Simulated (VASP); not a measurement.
The system is BaTiO3.

```
Ba Ti O
1.0
     2.82767    1.63255    2.31773
    -2.82767    1.63255    2.31773
     0.00000   -3.26511    2.31773
Ba Ti O
1 1 3
Direct
  0.03347 0.98847 0.00184
  0.50610 0.52748 0.53723
  0.48625 0.49715 0.97115
  0.47409 0.98642 0.47201
  0.97879 0.47918 0.49647
```

Base run:

```yaml
Program: VASP 6.6.1
Functional: RPBE
Potentials_or_basis: VASP PAW PBE potentials, release 64 (Ba_sv, Ti_sv, O)
Cutoff: 520 eV
k_mesh: 7 × 7 × 7
Occupations: fermi-dirac, width 0.05 eV
Spin: no spin polarisation
```

Its results: band gap on the k mesh 2.79 eV (least direct gap 3.34 eV); pressure 15.6 GPa; largest force 2.313 eV/Å.

**Question.** The run is repeated on the same cell with these changes: functional from RPBE to PBE. What comes out?

**Answer.** Band gap on the k mesh 2.75 eV (least direct gap 3.30 eV); pressure 11.4 GPa; largest force 2.320 eV/Å.

PBE binds more tightly than RPBE, so the same cell stands under less pressure.

Caveats: the cell stands under pressure; spin-orbit coupling is left out, which moves the levels of the heavy elements; an odd mesh through Γ misses points on the zone boundary, where band edges can lie; the PAW data sets were made with another functional, which shifts forces and pressure a little (at least some runs); forces of over 1 eV/Å act on the atoms, so gaps and moduli don't describe the material at rest (at least some runs).
